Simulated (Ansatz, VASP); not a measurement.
Two plane-wave programs on GaN

The input INCAR:

```
  PREC = Accurate
  ENCUT = 520
  EDIFF = 1E-7
  ISMEAR = 0
  SIGMA = 0.05
  LREAL = False
  LASPH = True
  NELM = 100
  ALGO = Normal
  ISIF = 2
  LWAVE = False
  LCHARG = False
  GGA = B5
  ALDAX = 1.0
  AGGAX = 1.0
  AGGAC = 1.0
  ALDAC = 0.0
  NBANDS = 16
```

Contents of KPOINTS:

```
regular mesh
0
Gamma
  10 10 10
```

Contents of POSCAR:

```
GaN
1.0
    0.0000000000      2.1488721714      2.1488721714
    2.1488721714      0.0000000000      2.1488721714
    2.1488721714      2.1488721714      0.0000000000
Ga N
1 1
Direct
    0.5000000000      0.5000000000      0.5000000000
    0.0000000000      0.0000000000      0.0000000000
```

Input for Ansatz:

```yaml
crystal:
  lattice:
    - [0.0, 2.1488721714, 2.1488721714]
    - [2.1488721714, 0.0, 2.1488721714]
    - [2.1488721714, 2.1488721714, 0.0]
  atoms:
    - { symbol: Ga, position: [0.5, 0.5, 0.5] }
    - { symbol: "N", position: [0.0, 0.0, 0.0] }
basis:
  ecutwfc: 420
  ecutrho_ratio: 4
kpoints:
  mp_grid: { grid: [10, 10, 10] }
hamiltonian:
  xc: blyp
scf:
  occupations: { method: gaussian, width: 0.05 }
output:
  forces: true
  stress: true
  eigenvalues: true
```

Alike in both runs: task single point; functional BLYP; k mesh 10 × 10 × 10; occupations gaussian, width 0.05 eV; no spin polarisation.

|  | VASP | Ansatz |
| --- | --- | --- |
| version | VASP 6.6.1 | Ansatz 0.2.0 |
| potentials or method | VASP PAW PBE potentials, release 64 (Ga_d, N), cutoff 520 eV | scalar-relativistic, plane waves, PAW |
| valence electrons in the cell | 18 | 18 |

|  | VASP | Ansatz | Ansatz less VASP |
| --- | --- | --- | --- |
| gap on the k mesh at the Fermi level (eV) | 0.21 | 0.19 | -0.023 |
| least direct gap on the mesh (eV) | 2.20 | 2.18 | -0.023 |
| pressure (GPa) | 4.8 | 3.7 | -1.08 |

VASP's potentials were made for PBE, not for BLYP. The functional is the same, so the differences come from potentials, cutoffs and numerics.
